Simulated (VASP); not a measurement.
Write the native input for VASP 6.6.1 that does the following.

| Item | Value |
| --- | --- |
| Task | single point |
| Functional | r2SCAN |
| Potentials or basis | VASP PAW PBE potentials, release 64 (Au) |
| Cutoff | 520 eV |
| k mesh | 12 × 12 × 6 |
| Occupations | gaussian, width 0.1 eV |
| Spin | no spin polarisation |
| Dipole correction | no |
| Further INCAR settings | ALGO = Normal; EDIFF = 1e-07; NBANDS = 18 |

The system is Au.

```
Au
1.0
     2.87942    0.00000    0.00000
    -1.43971    2.49365    0.00000
     0.00000    0.00000    4.91012
Au
2
Direct
  0.33333 0.66667 0.25000
  0.66667 0.33333 0.75000
```

This isn't the form of Au at room conditions, which is fcc.

The input as run:

POSCAR

```
Au
1.0
    2.8794236018      0.0000000000      0.0000000000
   -1.4397118009      2.4936539874      0.0000000000
    0.0000000000      0.0000000000      4.9101232885
Au
2
Direct
    0.3333333333      0.6666666667      0.2500000000
    0.6666666667      0.3333333333      0.7500000000
```

INCAR.step1

```
  PREC = Accurate
  ENCUT = 520
  ISMEAR = 0
  SIGMA = 0.1
  LREAL = False
  LASPH = True
  NELM = 100
  NBANDS = 18
  GGA = PE
  ALGO = Normal
  EDIFF = 1E-4
  LWAVE = True
  LCHARG = False
```

INCAR.step2

```
  PREC = Accurate
  ENCUT = 520
  EDIFF = 1E-7
  ISMEAR = 0
  SIGMA = 0.1
  LREAL = False
  LASPH = True
  NELM = 100
  ALGO = Normal
  ISIF = 2
  LWAVE = False
  LCHARG = False
  METAGGA = R2SCAN
  LMIXTAU = True
  NBANDS = 18
  ISTART = 1
```

KPOINTS

```
Automatic mesh
0
Gamma
  12 12 6
```

Potentials or basis: VASP PAW PBE potentials, release 64 (Au).

Command:

```console
$ cat potpaw_PBE.64/Au/POTCAR > POTCAR
$ cp INCAR.step1 INCAR
$ mpirun -np 1 vasp_std > vasp.out
$ cp INCAR.step2 INCAR
$ mpirun -np 1 vasp_std > vasp.out
```

Results of the run:

| Item | Value |
| --- | --- |
| Pressure | 0.3 GPa |
| Band gap on the k mesh | zero (bands 11 and 12 overlap by 7.16 eV) |

Caveat: the PAW data sets were made with another functional, which shifts forces and pressure a little; spin-orbit coupling is left out, which moves the levels of the heavy elements.

It took 2 min on 1 thread of Intel(R) Xeon(R) 6975P-C (Granite Rapids) (shared host), peak memory 0.19 GiB.
